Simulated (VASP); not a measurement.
# SiBF (Pmmm) in VASP: notebook

Runs on SiBF. Level: PBE. Tasks: single point, relaxation of cell and atoms.

Program: VASP 6.6.1. These are calculated values, not measurements. Logs are shortened: lines on timing, memory, paths and dates and some standing lists are left out, and cuts for length are marked.

**1. The cell of the first run**

The structure is orthorhombic, space group Pmmm (No. 47). The conventional cell has a = 2.220 Å, b = 3.741 Å, c = 4.998 Å, α = 90.00°, β = 90.00°, γ = 90.00°. Within 2.5 Å of Si (site symmetry mmm) lie 2 F at 1.87 Å and 2 Si at 2.22 Å. Within 2.9 Å of B (site symmetry mmm) lie 2 B at 2.22 Å and 2 F at 2.50 Å. F (site symmetry mmm) has 2 Si at 1.87 Å and 2 F at 2.22 Å and 2 B at 2.50 Å within 2.5 Å.

The cell was built from a structure type or drawn by symmetry, and may not be a known phase.

**2. Single point, PBE**

Contents of INCAR:

```
SYSTEM = SiBF
ALGO     = Normal         ! electronic algorithm
EDIFF    = 1E-6           ! SCF threshold, eV
ENCUT    = 520            ! plane-wave cutoff, eV
GGA      = PE             ! functional
ISIF     = 2              ! what is computed and relaxed
ISMEAR   = 0              ! smearing method
LASPH    = .True.         ! aspherical terms in the spheres
LCHARG   = .True.         ! write CHGCAR
LELF     = .True.         ! ELF
LREAL    = .False.        ! projectors in reciprocal space
LVHAR    = .True.       
LWAVE    = .False.        ! write WAVECAR
NBANDS   = 14             ! bands
NELM     = 60             ! most SCF steps
PREC     = Accurate       ! precision mode
SIGMA    = 0.1            ! smearing width, eV
```

Contents of KPOINTS:

```
k-points
0
Gamma
  20 12 10
  0 0 0
```

Contents of POSCAR:

```
SiBF
1.0
    2.2204185025      0.0000000000      0.0000000000
    0.0000000000      3.7406863114      0.0000000000
    0.0000000000      0.0000000000      4.9980278493
Si B F
1 1 1
Direct
    0.0000000000      0.5000000000      0.0000000000
    0.0000000000      0.0000000000      0.5000000000
    0.0000000000      0.0000000000      0.0000000000
```

Potentials or basis: VASP PAW PBE potentials, release 64 (Si, B, F).

Started as:

```bash
cat potpaw_PBE.64/Si/POTCAR potpaw_PBE.64/B/POTCAR potpaw_PBE.64/F/POTCAR > POTCAR
mpirun -np 1 vasp_std > vasp.out
```

OUTCAR:

```text
SYSTEM = SiBF
   EDIFF = 1E-6
   ENCUT = 520
   GGA = PE
   ISIF = 2
   ISMEAR = 0
   LASPH = .True.
   LREAL = .False.
   NELM = 60
   PREC = Accurate

 ion  position               nearest neighbor table
   1  0.000  0.500  0.000-   3 1.87   3 1.87
   2  0.000  0.000  0.500-
   3  0.000  0.000  0.000-   1 1.87   1 1.87

  LATTYP: Found a simple orthorhombic cell.
 ALAT       =     2.2204185025
 B/A-ratio  =     1.6846762478
 C/A-ratio  =     2.2509395610

  Lattice vectors:

 A1 = (   2.2204185025,   0.0000000000,   0.0000000000)
 A2 = (   0.0000000000,   3.7406863114,   0.0000000000)
 A3 = (   0.0000000000,   0.0000000000,   4.9980278493)

Analysis of symmetry for initial positions (statically):
=====================================================================
 Subroutine PRICEL returns:
 Original cell was already a primitive cell.

 Routine SETGRP: Setting up the symmetry group for a
 simple orthorhombic supercell.

 Subroutine GETGRP returns: Found  8 space group operations
 (whereof  8 operations were pure point group operations)
 out of a pool of  8 trial point group operations.

The static configuration has the point symmetry D_2h.

Analysis of symmetry for dynamics (positions and initial velocities):
=====================================================================
 Subroutine PRICEL returns:
 Original cell was already a primitive cell.

 Routine SETGRP: Setting up the symmetry group for a
 simple orthorhombic supercell.

 Subroutine GETGRP returns: Found  8 space group operations
 (whereof  8 operations were pure point group operations)
 out of a pool of  8 trial point group operations.

The dynamic configuration has the point symmetry D_2h.

 Subroutine INISYM returns: Found  8 space group operations
 (whereof  8 operations are pure point group operations),
 and found     1 'primitive' translations

----------------------------------------------------------------------------------------

                                     Primitive cell

  volume of cell :      41.5131

  direct lattice vectors                    reciprocal lattice vectors
     2.220418502  0.000000000  0.000000000     0.450365550  0.000000000  0.000000000
     0.000000000  3.740686311  0.000000000     0.000000000  0.267330622  0.000000000
     0.000000000  0.000000000  4.998027849     0.000000000  0.000000000  0.200078917

  length of vectors
     2.220418502  3.740686311  4.998027849     0.450365550  0.267330622  0.200078917

  position of ions in fractional coordinates (direct lattice)
     0.000000000  0.500000000  0.000000000
     0.000000000  0.000000000  0.500000000
     0.000000000  0.000000000  0.000000000

  ion indices of the primitive-cell ions
   primitive index   ion index
                 1           1
                 2           2
                 3           3

----------------------------------------------------------------------------------------

 KPOINTS: k-points

Automatic generation of k-mesh.
 Grid dimensions read from file:
 generate k-points for:   20   12   10

 Generating k-lattice:

  Cartesian coordinates                     Fractional coordinates (reciprocal lattice)
     0.022518277  0.000000000  0.000000000     0.050000000  0.000000000  0.000000000
     0.000000000  0.022277552  0.000000000     0.000000000  0.083333333  0.000000000
     0.000000000  0.000000000  0.020007892     0.000000000  0.000000000  0.100000000

  Length of vectors
     0.022518277  0.022277552  0.020007892

  Shift w.r.t. Gamma in fractional coordinates (k-lattice)
     0.000000000  0.000000000  0.000000000

 Subroutine IBZKPT returns following result:
 ===========================================

 Found    462 irreducible k-points:

 Following reciprocal coordinates:
            Coordinates               Weight
  0.000000  0.000000  0.000000      1.000000
  0.050000  0.000000  0.000000      2.000000
  0.100000  0.000000  0.000000      2.000000
  0.150000  0.000000  0.000000      2.000000
  0.200000  0.000000  0.000000      2.000000
  0.250000  0.000000  0.000000      2.000000
[... 16 lines left out ...]
  0.000000  0.166667  0.000000      2.000000
  0.050000  0.166667  0.000000      4.000000
 [... further k-points ...]
   k-points           NKPTS =    462   k-points in BZ     NKDIM =    462   number of bands    NBANDS=     14
   number of dos      NEDOS =    301   number of ions     NIONS =      3
   total plane-waves  NPLWV =  20160
   dimension x,y,z NGX =    18 NGY =   28 NGZ =   40
   dimension x,y,z NGXF=    36 NGYF=   56 NGZF=   80
   ions per type =               1   1   1
   NGX,Y,Z   is equivalent  to a cutoff of  13.48, 12.44, 13.30 a.u.
   NGXF,Y,Z  is equivalent  to a cutoff of  26.95, 24.89, 26.61 a.u.
 SYSTEM =  SiBF
   PREC   = accura    normal or accurate (medium, high low for compatibility)
   ISTART =      0    job   : 0-new  1-cont  2-samecut
   ICHARG =      2    charge: 1-file 2-atom 10-const
   ISPIN  =      1    spin polarized calculation?
   LNONCOLLINEAR =      F non collinear calculations
   LSORBIT =      F    spin-orbit coupling
   LASPH  =      T    aspherical Exc in radial PAW
   ENCUT  =  520.0 eV  38.22 Ry    6.18 a.u.   4.13  6.96  9.29*2*pi/ulx,y,z
   NELM   =     60;   NELMIN=  2; NELMDL= -5     # of ELM steps
   EDIFF  = 0.1E-05   stopping-criterion for ELM
   LREAL  =      F    real-space projection
   EDIFFG = 0.1E-04   stopping-criterion for IOM
   NSW    =      0    number of steps for IOM
   IBRION =     -1    ionic relax: 0-MD 1-quasi-New 2-CG
   NFREE  =      0    steps in history (QN), initial steepest desc. (CG)
   ISIF   =      2    stress and relaxation
   ISYM   =      2    0-nonsym 1-usesym 2-fastsym
   POTIM  = 0.5000    time-step for ionic-motion
   TEBEG  =    0.0;   TEEND  =   0.0 temperature during run
   PSTRESS=    0.0 pullay stress
   NELECT =      14.0000    total number of electrons
   NUPDOWN=      -1.0000    fix difference up-down
   EMIN   =  10.00;   EMAX   =-10.00  energy-range for DOS
   EFERMI =   0.00;   METHOD = LEGACY
   ISMEAR =     0;   SIGMA  =   0.10  broadening in eV -4-tet -1-fermi 0-gaus
   EFERMI_NEDOS =   21; number of points for ismear=-14 and -15
   IALGO  =     38    algorithm
   IMIX   =      4    mixing-type and parameters
     AMIX     =   0.40;   BMIX     =  1.00
     AMIX_MAG =   1.60;   BMIX_MAG =  1.00
  volume/ion in A,a.u.               =      13.84        93.38
  Fermi-wavevector in a.u.,A,eV,Ry     =   1.139522  2.153384 17.667295  1.298510
  Thomas-Fermi vector in A             =   2.276225
   LORBIT       =      0    0 simple, 1 ext, 2 COOP (PROOUT), +10 PAW based schemes
   GGA     = PE    functional components
   LHFCALC =     F    Hartree Fock is set to
   AEXX    =    0.0000 exact exchange contribution
   IVDW    =     0    specifies the selected vdW correction
   LEPSILON=     F    determine dielectric tensor
   LRPA    =     F    only Hartree local field effects (RPA)
 non-spin polarized calculation
 Gauss-broadening in eV      SIGMA  =   0.10
  energy-cutoff  :      520.00
  volume of cell :       41.51
 maximum number of plane-waves:      1138
 NGX is ok and might be reduce to    18
   NGX =  9   NGY = 13   NGZ = 19

 number of electron      13.9999989 magnetization

 Free energy of the ion-electron system (eV)
  ---------------------------------------------------
  ext. energy  EPLUGINS =         0.00000000
  ---------------------------------------------------
  free energy    TOTEN  =       -12.05251137 eV

  energy without entropy =      -12.04628435  energy(sigma->0) =      -12.04939786

 E-fermi :   4.6221     XC(G=0):  -9.8162

 val. band max:        4.6203824221   @ k =   0.0000   0.4167   0.2000
 cond. band min:       4.6225773316   @ k =   0.0500   0.1667   0.3000
 fundamental gap:      0.0021949096
 Fermi energy:         4.6221331687

 k-point     1 :       0.0000    0.0000    0.0000
  band No.  band energies     occupation
      1     -22.2901      2.00000
      2      -6.1518      2.00000
      3      -5.1658      2.00000
      4      -3.9731      2.00000
      5      -2.3513      2.00000
      6       0.0808      2.00000
      7       3.1480      2.00000
      8       5.0720      0.00000
      9       7.1674      0.00000
     10      10.6911      0.00000
     11      11.4826      0.00000
     12      11.7199      0.00000
     13      14.7465      0.00000
     14      16.0796      0.00000

 k-point     2 :       0.0500    0.0000    0.0000
  band No.  band energies     occupation
      1     -22.2644      2.00000
      2      -6.1206      2.00000
      3      -5.1129      2.00000
      4      -3.9368      2.00000
      5      -2.2959      2.00000
      6      -0.0209      2.00000
      7       3.1939      2.00000
      8       5.1293      0.00000
      9       7.2233      0.00000
     10      10.7231      0.00000
     11      11.4863      0.00000
     12      11.7912      0.00000
     13      14.4100      0.00000
     14      16.0598      0.00000

 k-point     3 :       0.1000    0.0000    0.0000
  band No.  band energies     occupation
      1     -22.1886      2.00000
      2      -6.0291      2.00000
      3      -4.9591      2.00000
      4      -3.8303      2.00000
      5      -2.1336      2.00000
      6      -0.3001      2.00000
      7       3.3320      2.00000
      8       5.2999      0.00000
      9       7.3898      0.00000
     10      10.7783      0.00000
     11      11.4954      0.00000
     12      12.0045      0.00000
     13      13.5896      0.00000
     14      15.6322      0.00000
[... 324 lines left out ...]
 k-point    23 :       0.0000    0.1667    0.0000
  band No.  band energies     occupation
      1     -22.2633      2.00000
      2      -7.2834      2.00000
      3      -3.9943      2.00000
      4      -3.8758      2.00000
      5      -1.9247      2.00000
      6       0.0819      2.00000
      7       2.9996      2.00000
      8       4.3221      1.99998
      9       6.4744      0.00000
     10      10.3111      0.00000
     11      11.8018      0.00000
     12      12.9943      0.00000
     13      14.7633      0.00000
     14      16.6553      0.00000

 k-point    24 :       0.0500    0.1667    0.0000
  band No.  band energies     occupation
      1     -22.2378      2.00000
      2      -7.2367      2.00000
      3      -3.9530      2.00000
      4      -3.8408      2.00000
      5      -1.8808      2.00000
      6      -0.0192      2.00000
      7       3.0503      2.00000
      8       4.3847      1.99922
      9       6.5301      0.00000
     10      10.3220      0.00000
     11      11.8181      0.00000
     12      13.0587      0.00000
     13      14.4515      0.00000
     14      16.6163      0.00000

 [... further k-points ...]
[... 5 lines left out ...]
  --------------------------------------------------------------------------------------
  -------------------------------------------------------------------------------------
  Total       -0.0605578      0.0900167     -0.0572053     -0.0000000      0.0000000      0.0000000
  in kB       -2.3372002      3.4741519     -2.2078116     -0.0000000      0.0000000      0.0000000
  external PRESSURE =      -0.3569533 kB  Pullay stress =       0.0000000 kB

 VOLUME and BASIS-vectors are now :
 -----------------------------------------------------------------------------
  energy-cutoff  :      520.00
  volume of cell :       41.51
      direct lattice vectors                 reciprocal lattice vectors
     2.220418502  0.000000000  0.000000000     0.450365550  0.000000000  0.000000000
     0.000000000  3.740686311  0.000000000     0.000000000  0.267330622  0.000000000
     0.000000000  0.000000000  4.998027849     0.000000000  0.000000000  0.200078917

 POSITION                                       TOTAL-FORCE (eV/Angst)
 -----------------------------------------------------------------------------------
      0.00000      1.87034      0.00000         0.000000      0.000000      0.000000
      0.00000      0.00000      2.49901         0.000000      0.000000      0.000000
      0.00000      0.00000      0.00000         0.000000      0.000000      0.000000
 -----------------------------------------------------------------------------------
    total drift:                                0.000000     -0.000000     -0.000000

  FREE ENERGIE OF THE ION-ELECTRON SYSTEM (eV)
  ---------------------------------------------------
  free  energy   TOTEN  =       -12.0525113698 eV

  energy  without entropy=      -12.0462843502  energy(sigma->0) =      -12.04939786
```

Wall time 6 min (1 thread of Oxide Virtual Turin-like, shared host); peak memory 0.34 GiB.

Results:

| Property | Result |
| --- | --- |
| Free energy | -12.0525 eV |
| Pressure | 0.0 GPa |
| Band gap on the k mesh | zero (bands 7 and 8 overlap by 2.73 eV) |

Stress tensor (GPa, compression positive):
```
-0.23  0.00  0.00
 0.00  0.35  0.00
 0.00  0.00 -0.22
```

Levels at points of the mesh, in eV from the Fermi level:
```tsv
k point	band 3	band 4	band 5	band 6	band 7	band 8	band 9	band 10	band 11	band 12
(0.00, 0.00, 0.00)	-9.79	-8.60	-6.97	-4.54	-1.47	0.45	2.55	6.07	6.86	7.10
(0.50, 0.00, 0.00)	-9.30	-6.93	-3.15	-2.55	-2.08	0.63	2.88	4.07	4.72	6.06
(0.00, 0.50, 0.00)	-8.17	-7.27	-4.93	-4.54	-2.25	-1.35	0.80	2.30	9.87	10.19
(0.50, 0.50, 0.00)	-9.11	-6.81	-4.60	-2.19	-0.97	0.72	3.60	4.09	4.34	5.98
(0.00, 0.00, 0.50)	-9.77	-9.26	-5.82	-4.54	-0.43	-0.31	0.20	5.99	9.20	9.46
(0.50, 0.00, 0.50)	-9.29	-7.05	-2.85	-2.74	-1.14	-1.13	3.94	3.99	5.50	5.85
(0.00, 0.50, 0.50)	-9.08	-5.49	-4.62	-4.54	-4.33	-1.19	2.04	3.45	6.99	10.18
(0.50, 0.50, 0.50)	-9.08	-6.89	-4.56	-2.34	-0.36	1.06	1.85	3.11	4.76	6.42
```

[end of part 1 of 2]
